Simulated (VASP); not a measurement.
Here is a VASP 6.6.1 calculation.

File INCAR:

```
SYSTEM = Pb
ALGO = Fast ; EDIFF = 1E-7
ENCUT = 520 ; ISIF = 2
ISMEAR = -1 ; LASPH = .True.
LCHARG = .False. ; LREAL = .False.
LWAVE = .False. ; NBANDS = 13
NELM = 60 ; PREC = Accurate
SIGMA = 0.05
```

Contents of KPOINTS:

```
k-points
0
Gamma
  9 9 9
  0 0 0
```

Contents of POSCAR:

```
Pb
1.0
    0.0000000000      2.5235621278      2.5235621278
    2.5235621278      0.0000000000      2.5235621278
    2.5235621278      2.5235621278      0.0000000000
Pb
1
Direct
    0.0000000000      0.0000000000      0.0000000000
```

Potentials or basis: VASP PAW LDA potentials, release 64 (Pb_d).

Run with:

```bash
$ cat potpaw_LDA.64/Pb_d/POTCAR > POTCAR
$ mpirun -np 1 vasp_std > vasp.out
```

Task: Estimate the pressure.

Result: -4.2 GPa.

Task: Estimate the band gap on the k mesh.

Result: Zero (band 7 reaches 13.26 eV, above the bottom of band 8 at 4.94 eV).

Caveat: spin-orbit coupling is left out, which moves the levels of the heavy elements.
